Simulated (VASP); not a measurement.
Set up this calculation in VASP 6.6.1, as the native input.

| Property | Result |
| --- | --- |
| Task | density of states |
| Functional | PBE |
| Potentials or basis | VASP PAW PBE potentials, release 64 (Pb_d) |
| Cutoff | 520 eV |
| k mesh | 14 × 14 × 14 |
| Occupations | fermi-dirac, width 0.05 eV |
| Spin | no spin polarisation |
| Dipole correction | no |
| k mesh for the DOS | 21 × 21 × 21 |
| Occupations for the DOS | tetrahedron |
| Further INCAR settings | ALGO = Normal; EDIFF = 1e-06; NBANDS = 21 |

Pb:

```
Pb
1.0
    -2.31003    2.31003    1.24794
     2.31003   -2.31003    1.24794
     2.31003    2.31003   -1.24794
Pb
2
Direct
  0.62500 0.87500 0.75000
  0.37500 0.12500 0.25000
```

This cell differs from its parent crystal: volume scaled by 0.4.

The input as run:

POSCAR

```
Pb
1.0
   -2.3100256568      2.3100256568      1.2479431624
    2.3100256568     -2.3100256568      1.2479431624
    2.3100256568      2.3100256568     -1.2479431624
Pb
2
Direct
   -0.3750000000     -0.1250000000     -0.2500000000
    0.3750000000      0.1250000000      0.2500000000
```

INCAR.step1

```
ALGO = Normal
EDIFF = 1E-6
ENCUT = 520
GGA = PE
ISIF = 2
ISMEAR = -1
LASPH = True
LCHARG = True
LREAL = False
LWAVE = False
NBANDS = 21
NELM = 100
PREC = Accurate
SIGMA = 0.05
```

KPOINTS.step1

```
k-points
0
Gamma
  14 14 14
```

INCAR.step2

```
ALGO = Normal
EDIFF = 1E-6
ENCUT = 520
GGA = PE
ICHARG = 11
ISIF = 2
ISMEAR = -5
LASPH = True
LCHARG = False
LORBIT = 11
LREAL = False
LWAVE = False
NBANDS = 21
NEDOS = 1001
NELM = 100
PREC = Accurate
SIGMA = 0.05
```

KPOINTS.step2

```
k-points
0
Gamma
  21 21 21
```

Potentials or basis: VASP PAW PBE potentials, release 64 (Pb_d).

Launch:

```console
$ cat potpaw_PBE.64/Pb_d/POTCAR > POTCAR
$ cp INCAR.step1 INCAR
$ cp KPOINTS.step1 KPOINTS
$ mpirun -np 1 vasp_std > vasp.out
$ cp INCAR.step2 INCAR
$ cp KPOINTS.step2 KPOINTS
$ mpirun -np 1 vasp_std > vasp.out
```

Results of the run:

- Valence electrons inside the program's atomic spheres: Pb 13.40

Caveat: spin-orbit coupling is left out, which moves the levels of the heavy elements.

Wall time 4.4 min on 1 thread of Intel(R) Xeon(R) 6975P-C (Granite Rapids), on a shared host, peak memory 0.48 GiB.
